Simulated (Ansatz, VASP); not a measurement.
# HC4: VASP beside Ansatz

Contents of INCAR:

```
SYSTEM = HC4
ALGO = Normal ; DIPOL = 0.5 0.5 0.241
EDIFF = 1E-7 ; ENCUT = 520
GGA = PE ; IDIPOL = 3
ISIF = 2 ; ISMEAR = 0
IVDW = 12 ; LASPH = .True.
LCHARG = .False. ; LDIPOL = .True.
LREAL = .False. ; LWAVE = .False.
NBANDS = 28 ; NELM = 100
PREC = Accurate ; SIGMA = 0.1
```

The input KPOINTS:

```
k-points
0
Gamma
  6 6 1
  0 0 0
```

Contents of POSCAR:

```
HC4
1.0
    4.9314011428      0.0000000001      0.0000000000
   -2.4657005715      4.2707186659      0.0000000000
    0.0000000000      0.0000000000     18.0000000000
C H
8 2
Direct
    0.1666666667      0.3333333333      0.2222222222
    0.1666666667      0.8333333333      0.2222222222
    0.6666666667      0.3333333333      0.2222222222
    0.6666666667      0.8333333333      0.2222222222
    0.3333333333      0.1666666667      0.2222222222
    0.3333333333      0.6666666667      0.2222222222
    0.8333333333      0.1666666667      0.2222222222
    0.8333333333      0.6666666667      0.2222222222
   -0.0186877442     -0.0186848854      0.3183333333
    0.5186877442      0.5186848854      0.3183333333
```

Input for Ansatz:

```yaml
crystal:
  lattice:
    - [4.9314011428, 1.0e-10, 0.0]
    - [-2.4657005715, 4.2707186659, 0.0]
    - [0.0, 0.0, 18.0]
  atoms:
    - { symbol: C, position: [0.1666666667, 0.3333333333, 0.2222222222] }
    - { symbol: C, position: [0.1666666667, 0.8333333333, 0.2222222222] }
    - { symbol: C, position: [0.6666666667, 0.3333333333, 0.2222222222] }
    - { symbol: C, position: [0.6666666667, 0.8333333333, 0.2222222222] }
    - { symbol: C, position: [0.3333333333, 0.1666666667, 0.2222222222] }
    - { symbol: C, position: [0.3333333333, 0.6666666667, 0.2222222222] }
    - { symbol: C, position: [0.8333333333, 0.1666666667, 0.2222222222] }
    - { symbol: C, position: [0.8333333333, 0.6666666667, 0.2222222222] }
    - { symbol: H, position: [-0.0186877442, -0.0186848854, 0.3183333333] }
    - { symbol: H, position: [0.5186877442, 0.5186848854, 0.3183333333] }
basis:
  ecutwfc: 420
kpoints:
  mp_grid: { grid: [6, 6, 1] }
hamiltonian:
  xc: pbe
  pseudopotentials: { kind: paw, azcp: { folder: soft_1 } }
  dispersion: d3bj
scf:
  occupations: { method: gaussian, width: 0.1 }
output:
  forces: true
  eigenvalues: true
efield:
  axis: 3
  dipole_correction: true
  ramp_width: 0.04
```

Alike in both runs: task single point; functional PBE; dispersion D3(BJ); k mesh 6 × 6 × 1; occupations gaussian, width 0.1 eV; no spin polarisation.

|  | VASP | Ansatz |
| --- | --- | --- |
| version | VASP 6.6.1 | Ansatz 0.2.0 |
| potentials or method | VASP PAW PBE potentials, release 64 (C, H), cutoff 520 eV | scalar-relativistic, plane waves, PAW |
| valence electrons in the cell | 34 | 34 |

```tsv
	VASP	Ansatz	Ansatz less VASP
gap on the k mesh at the Fermi level (eV)	none	none	-
rms of the force components (eV/Å)	0.377	0.378	+0.0007
```

Atom by atom the forces differ by 0.001 eV/Å (rms over components). A gap of «none» marks a metal or a gap that the smearing closes. Ansatz's warnings: structure snapped to symmetry.
